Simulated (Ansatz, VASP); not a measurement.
# Bi: VASP beside Ansatz

```
Bi
1.0
     2.26750    1.30914    3.93800
    -2.26750    1.30914    3.93800
     0.00000   -2.61828    3.93800
Bi
2
Cartesian
  0.0000 0.0000 2.7645
  0.0000 0.0000 9.0495
```

Alike in both runs: task relaxation of cell and atoms; functional PBEsol; k mesh 12 × 12 × 12; occupations gaussian, width 0.1 eV; no spin polarisation.

```csv
,VASP,Ansatz
version,VASP 6.6.1,Ansatz 0.2.0
potentials or method,"VASP PAW PBE potentials, release 64 (Bi_d), cutoff 600 eV","scalar-relativistic, plane waves, PAW"
valence electrons in the cell,30,30
```

VASP gave:

- gap on the k mesh at the Fermi level, each at its own relaxed structure (eV): none
- relaxed volume (Å³/atom): 34.43
- relaxed cell length with the largest relative difference (Å): 4.680

Task: What did Ansatz give for the same quantities?

Result: gap on the k mesh at the Fermi level, each at its own relaxed structure (eV): none; relaxed volume (Å³/atom): 34.43; relaxed cell length with the largest relative difference (Å): 4.681.

VASP's potentials were made for PBE, not for PBEsol. A gap of «none» marks a metal or a gap that the smearing closes.

Spin-orbit coupling is off throughout.
